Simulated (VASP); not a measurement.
A run of VASP 6.6.1:

File POSCAR:

```
BN
1.0
    2.5539396017      0.0000000000      0.0000000000
   -1.2769698009      2.2117765748      0.0000000000
    0.0000000000      0.0000000000      4.2268550000
N B
2 2
Direct
    0.3333333333      0.6666666667      0.1252760000
    0.6666666667      0.3333333333      0.6252760000
    0.3333333333      0.6666666667      0.4997240000
    0.6666666667      0.3333333333      0.9997240000
```

Contents of INCAR.step1:

```
SYSTEM = BN
ALGO = Normal
EDIFF = 1E-5
ENCUT = 520
GGA = PE
ISIF = 2
ISMEAR = -1
LASPH = .TRUE.
LCHARG = .FALSE.
LREAL = .FALSE.
LWAVE = .TRUE.
NBANDS = 16
NELM = 100
PREC = Accurate
SIGMA = 0.05
```

Contents of INCAR.step2:

```
SYSTEM = BN
AEXX = 0.25
ALGO = Normal
EDIFF = 1E-7
ENCUT = 520
GGA = PE
HFSCREEN = 0.4
ISIF = 2
ISMEAR = -1
ISTART = 1
LASPH = .TRUE.
LCHARG = .FALSE.
LHFCALC = .TRUE.
LREAL = .FALSE.
LWAVE = .FALSE.
NBANDS = 16
NELM = 100
PREC = Accurate
PRECFOCK = Normal
SIGMA = 0.05
```

KPOINTS

```
k-points
0
G
  6 6 3
  0 0 0
```

Potentials or basis: VASP PAW PBE potentials, release 64 (N, B).

Command:

```console
$ cat potpaw_PBE.64/N/POTCAR potpaw_PBE.64/B/POTCAR > POTCAR
$ cp INCAR.step1 INCAR
$ mpirun -np 1 vasp_std > vasp.out
$ cp INCAR.step2 INCAR
$ mpirun -np 1 vasp_std > vasp.out
```

Hardware: 1 thread of Intel Xeon 8259CL, on a shared host.

How long does it take, and how much memory?

It took 12 min on 1 thread of Intel Xeon 8259CL (shared host), peak memory 0.24 GiB. Counts: k points 14.
